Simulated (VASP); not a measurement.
# Ge (Pm-3m) in VASP: notebook, part 2 of 2

VASP 6.6.1.

### Step 3. Single point, PBE

This run uses another cell than the first one, of 19.99 Å³/atom, 1.042 times its volume.

INCAR reads:

```
ALGO     = Normal         # electronic algorithm
EDIFF    = 1E-6           # SCF threshold, eV
ENCUT    = 520            # plane-wave cutoff, eV
GGA      = PE             # functional
ISIF     = 2              # what is computed and relaxed
ISMEAR   = -1             # smearing method
LASPH    = True           # aspherical terms in the spheres
LCHARG   = False          # write CHGCAR
LREAL    = False          # projectors in reciprocal space
LWAVE    = False          # write WAVECAR
NBANDS   = 13             # bands
NELM     = 60             # most SCF steps
PREC     = Accurate       # precision mode
SIGMA    = 0.1            # smearing width, eV
```

KPOINTS reads:

```
k-points
0
Gamma
  13 13 13
```

POSCAR reads:

```
Ge
1.0
    2.7137598632      0.0000000000      0.0000000000
    0.0000000000      2.7137598632      0.0000000000
    0.0000000000      0.0000000000      2.7137598632
Ge
1
Direct
    0.0000000000      0.0000000000      0.0000000000
```

Potentials or basis: VASP PAW PBE potentials, release 64 (Ge_d).

The run is started by

```console
$ cat potpaw_PBE.64/Ge_d/POTCAR > POTCAR
$ mpirun -np 1 vasp_std > vasp.out
```

OUTCAR:

```text
EDIFF = 1E-6
   ENCUT = 520
   GGA = PE
   ISIF = 2
   ISMEAR = -1
   LASPH = True
   LREAL = False
   NELM = 60
   PREC = Accurate

 ion  position               nearest neighbor table
   1  0.000  0.000  0.000-

  LATTYP: Found a simple cubic cell.
 ALAT       =     2.7137598632

  Lattice vectors:

 A1 = (   2.7137598632,   0.0000000000,   0.0000000000)
 A2 = (   0.0000000000,   2.7137598632,   0.0000000000)
 A3 = (   0.0000000000,   0.0000000000,   2.7137598632)

Analysis of symmetry for initial positions (statically):
[... 553 lines left out ...]
      7       3.4976      2.00000
      8       6.3160      0.04579
      9      13.1054      0.00000
     10      16.3314      0.00000
     11      21.2054      0.00000
     12      24.8349      0.00000
     13      25.3850      0.00000

 [... further k-points ...]
[... 5 lines left out ...]
  --------------------------------------------------------------------------------------
  -------------------------------------------------------------------------------------
  Total       -0.0261917     -0.0261917     -0.0261917      0.0000000      0.0000000      0.0000000
  in kB       -2.0997156     -2.0997156     -2.0997156      0.0000000      0.0000000      0.0000000
  external PRESSURE =      -2.0997156 kB  Pullay stress =       0.0000000 kB

 VOLUME and BASIS-vectors are now :
 -----------------------------------------------------------------------------
  energy-cutoff  :      520.00
  volume of cell :       19.99
      direct lattice vectors                 reciprocal lattice vectors
     2.713759863  0.000000000  0.000000000     0.368492442  0.000000000  0.000000000
     0.000000000  2.713759863  0.000000000     0.000000000  0.368492442  0.000000000
     0.000000000  0.000000000  2.713759863     0.000000000  0.000000000  0.368492442

 POSITION                                       TOTAL-FORCE (eV/Angst)
 -----------------------------------------------------------------------------------
      0.00000      0.00000      0.00000         0.000000      0.000000      0.000000
 -----------------------------------------------------------------------------------
    total drift:                               -0.000000      0.000000      0.000000

  FREE ENERGIE OF THE ION-ELECTRON SYSTEM (eV)
  ---------------------------------------------------
  free  energy   TOTEN  =        -4.2859254110 eV

  energy  without entropy=       -4.2713304842  energy(sigma->0) =       -4.27862795
```

OSZICAR:

```text
N       E                     dE             d eps       ncg     rms          rms(c)
DAV:   1     0.650978781410E+02    0.65098E+02   -0.71159E+03  2378   0.294E+03
DAV:   2     0.195621445100E+01   -0.63142E+02   -0.60130E+02  2324   0.430E+02
DAV:   3    -0.419492164977E+01   -0.61511E+01   -0.61229E+01  2479   0.753E+01
DAV:   4    -0.428827620371E+01   -0.93355E-01   -0.93343E-01  2509   0.991E+00
DAV:   5    -0.428923086805E+01   -0.95466E-03   -0.95465E-03  2539   0.113E+00    0.137E+00
DAV:   6    -0.428621116806E+01    0.30197E-02   -0.58382E-03  2739   0.171E+00    0.786E-01
DAV:   7    -0.428592043698E+01    0.29073E-03   -0.44424E-03  2644   0.123E+00    0.769E-02
DAV:   8    -0.428592909436E+01   -0.86574E-05   -0.71335E-04  2619   0.611E-01    0.321E-02
DAV:   9    -0.428592546745E+01    0.36269E-05   -0.28895E-05  2700   0.113E-01    0.618E-03
DAV:  10    -0.428592541105E+01    0.56400E-07   -0.84456E-07  1742   0.107E-02
   1 F= -.42859254E+01 E0= -.42786279E+01  d E =-.145949E-01
```

stdout:

```text
POSCAR found type information on POSCAR Ge
 POSCAR found :  1 types and       1 ions
 scaLAPACK will be used
 LDA part: xc-table for (Slater+PW92), standard interpolation
 POSCAR, INCAR and KPOINTS ok, starting setup
 FFT: planning ... GRIDC
 FFT: planning ... GRID_SOFT
 FFT: planning ... GRID
 WAVECAR not read
 entering main loop
```

Run time: 7.2 s. Hardware: 1 thread of Intel Xeon 6975P-C, shared host; peak memory 0.14 GiB.

Results:

```
Free energy            : -4.2859 eV
Pressure               : -0.2 GPa
Band gap on the k mesh : zero (band 7 reaches 12.45 eV, above the bottom of band 8 at 3.64 eV)
```

Levels at points of the mesh, in eV from the Fermi level:
```tsv
k point	band 4	band 5	band 6	band 7	band 8	band 9	band 10	band 11
(0.00, 0.00, 0.00)	-24.48	-24.48	-12.76	6.51	6.51	6.51	9.95	9.95
```

### Step 4. Single point, PBE (volume scaled by 1.04)

INCAR reads:

```
SYSTEM = Ge
PREC     = Accurate       ! precision mode
ENCUT    = 520            ! plane-wave cutoff, eV
EDIFF    = 1E-6           ! SCF threshold, eV
ISMEAR   = -1             ! smearing method
SIGMA    = 0.1            ! smearing width, eV
LREAL    = .False.        ! projectors in reciprocal space
LASPH    = .True.         ! aspherical terms in the spheres
NELM     = 100            ! most SCF steps
ALGO     = Normal         ! electronic algorithm
ISIF     = 2              ! what is computed and relaxed
LWAVE    = .False.        ! write WAVECAR
LCHARG   = .False.        ! write CHGCAR
GGA      = PE             ! functional
NBANDS   = 13             ! bands
```

KPOINTS reads:

```
Automatic mesh
0
Gamma
  13 13 13
  0 0 0
```

POSCAR reads:

```
Ge
1.0
    2.7494713251      0.0000000000      0.0000000000
    0.0000000000      2.7494713251      0.0000000000
    0.0000000000      0.0000000000      2.7494713251
Ge
1
Direct
    0.0000000000      0.0000000000      0.0000000000
```

The run is started by

```console
$ cat potpaw_PBE.64/Ge_d/POTCAR > POTCAR
$ mpirun -np 1 vasp_std > vasp.out
```

Run time: 6 s. Hardware: 1 thread of Intel Xeon 6975P-C, shared host; peak memory 0.14 GiB.

Results (log left out):

```
Free energy            : -4.2795 eV
Pressure               : -2.6 GPa
Band gap on the k mesh : zero (band 7 reaches 11.84 eV, above the bottom of band 8 at 3.32 eV)
```

Levels at points of the mesh, in eV from the Fermi level:
```tsv
k point	band 3	band 4	band 5	band 6	band 7	band 8	band 9	band 10	band 11	band 12
(0.00, 0.00, 0.00)	-24.47	-24.47	-24.47	-12.45	6.30	6.30	6.30	9.81	9.81	11.94
```

Caveat: the cell differs from its parent crystal (volume scaled by 1.04).

### Step 5. Single point, PBE (volume scaled by 1.08)

INCAR reads:

```
SYSTEM = Ge
PREC = Accurate
ENCUT = 520
EDIFF = 1E-6
ISMEAR = -1
SIGMA = 0.1
LREAL = .False.
LASPH = .True.
NELM = 60
ALGO = Normal
ISIF = 2
LWAVE = .False.
LCHARG = .False.
GGA = PE
NBANDS = 13
```

KPOINTS reads:

```
regular mesh
0
Gamma
  13 13 13
  0 0 0
```

POSCAR reads:

```
Ge
1.0
    2.7842784547      0.0000000000      0.0000000000
    0.0000000000      2.7842784547      0.0000000000
    0.0000000000      0.0000000000      2.7842784547
Ge
1
Direct
    0.0000000000      0.0000000000      0.0000000000
```

The run is started by

```console
$ cat potpaw_PBE.64/Ge_d/POTCAR > POTCAR
$ mpirun -np 1 vasp_std > vasp.out
```

Run time: 8.7 s. Hardware: 1 thread of Intel Xeon 6975P-C, shared host; peak memory 0.15 GiB.

Results (log left out):

```yaml
Free_energy: -4.2623 eV
Pressure: -4.6 GPa
Band_gap_on_the_k_mesh: zero (band 7 reaches 11.28 eV, above the bottom of band 8 at 3.04 eV)
```

Levels at points of the mesh, in eV from the Fermi level:
```
           k point  band 5  band 6  band 7  band 8  band 9  band 10
(0.00, 0.00, 0.00)  -24.47  -12.17    6.11    6.11    6.11     9.68
```

Caveat: the cell differs from its parent crystal (volume scaled by 1.08).

### Step 6. Single point, PBE (volume scaled by 1.12)

INCAR reads:

```
SYSTEM = Ge
PREC = Accurate
ENCUT = 520
EDIFF = 1E-7
ISMEAR = -1
SIGMA = 0.1
LREAL = .False.
LASPH = .True.
NELM = 80
ALGO = Normal
ISIF = 2
LWAVE = .False.
LCHARG = .True.
GGA = PE
LELF = .True.
LVHAR = .True.
NBANDS = 13
```

KPOINTS is that of step 5.

POSCAR reads:

```
Ge
1.0
    2.8182364167      0.0000000000      0.0000000000
    0.0000000000      2.8182364167      0.0000000000
    0.0000000000      0.0000000000      2.8182364167
Ge
1
Direct
    0.0000000000      0.0000000000      0.0000000000
```

Potentials or basis: VASP PAW PBE potentials, release 64 (Ge_d).

The run is started by

```console
$ cat potpaw_PBE.64/Ge_d/POTCAR > POTCAR
$ mpirun -np 1 vasp_std > vasp.out
```

Run time: 11 s. Hardware: 1 thread of Intel Xeon 6975P-C, shared host; peak memory 0.15 GiB.

The run converged. Its results:

| Property | Result |
| --- | --- |
| Free energy | -4.2364 eV |
| Pressure | -5.9 GPa |
| Band gap on the k mesh | zero (band 7 reaches 10.75 eV, above the bottom of band 8 at 2.77 eV) |

Levels at points of the mesh, in eV from the Fermi level:
| k point | band 5 | band 6 | band 7 | band 8 | band 9 | band 10 |
| --- | --- | --- | --- | --- | --- | --- |
| (0.00, 0.00, 0.00) | -24.47 | -11.90 | 5.93 | 5.93 | 5.93 | 9.56 |

Caveat: the cell differs from its parent crystal (volume scaled by 1.12).

### Step 7. Overview

| cell | gap on the mesh (eV) | pressure (GPa) |
| --- | --- | --- |
| a = 2.677 Å, 1 atom | none | 2.9 |
| a = 2.714 Å, 1 atom | none | -0.2 |
| a = 2.749 Å, 1 atom | none | -2.6 |
| a = 2.784 Å, 1 atom | none | -4.6 |
| a = 2.818 Å, 1 atom | none | -5.9 |

Alike in all rows: task single point; level PBE; potentials or basis VASP PAW PBE potentials, release 64 (Ge_d); no spin polarisation; k mesh 13 × 13 × 13; cutoff (eV) 520; smearing fermi-dirac 0.1 eV.

Total energies depend on the potentials used, so only differences within one code and one set of settings carry meaning.
